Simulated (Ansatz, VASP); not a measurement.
CaS in VASP and in Ansatz

File INCAR:

```
SYSTEM = CaS
  ALGO = Normal
  EDIFF = 1E-6
  ENCUT = 500
  GGA = PE
  GGA_COMPAT = .FALSE.
  ISIF = 2
  ISMEAR = 0
  LASPH = .TRUE.
  LCHARG = .TRUE.
  LELF = .TRUE.
  LREAL = .FALSE.
  LVHAR = .TRUE.
  LWAVE = .FALSE.
  NBANDS = 15
  NELM = 120
  PREC = Accurate
  SIGMA = 0.1
```

Contents of KPOINTS:

```
k-points
0
G
  6 6 6
  0 0 0
```

File POSCAR:

```
CaS
1.0
    0.0000000000      2.8534875526      2.8534875526
    2.8534875526      0.0000000000      2.8534875526
    2.8534875526      2.8534875526      0.0000000000
Ca S
1 1
Direct
    0.0000000000      0.0000000000      0.0000000000
    0.5000000000      0.5000000000      0.5000000000
```

Input for Ansatz:

```yaml
crystal:
  lattice:
    - [0.0, 2.8534875526, 2.8534875526]
    - [2.8534875526, 0.0, 2.8534875526]
    - [2.8534875526, 2.8534875526, 0.0]
  atoms:
    - { symbol: Ca, position: [0.0, 0.0, 0.0] }
    - { symbol: S, position: [0.5, 0.5, 0.5] }
basis:
  ecutwfc: 420
kpoints:
  mp_grid: { grid: [6, 6, 6] }
hamiltonian:
  xc: pbe
scf:
  occupations: { method: gaussian, width: 0.1 }
  lower_state_search: "off"
output:
  forces: true
  stress: true
  eigenvalues: true
```

Alike in both runs: task single point; functional PBE; k mesh 6 × 6 × 6; occupations gaussian, width 0.1 eV; no spin polarisation.

```csv
,VASP,Ansatz
version,VASP 6.6.1,Ansatz 0.2.0
potentials or method,"VASP PAW PBE potentials, release 64 (Ca_sv, S), cutoff 500 eV","scalar-relativistic, plane waves, PAW"
valence electrons in the cell,16,16
```

|  | VASP | Ansatz | Ansatz less VASP |
| --- | --- | --- | --- |
| gap on the k mesh at the Fermi level (eV) | 2.37 | 2.38 | +0.005 |
| least direct gap on the mesh (eV) | 3.17 | 3.18 | +0.005 |
| pressure (GPa) | 0.3 | 0.2 | -0.14 |
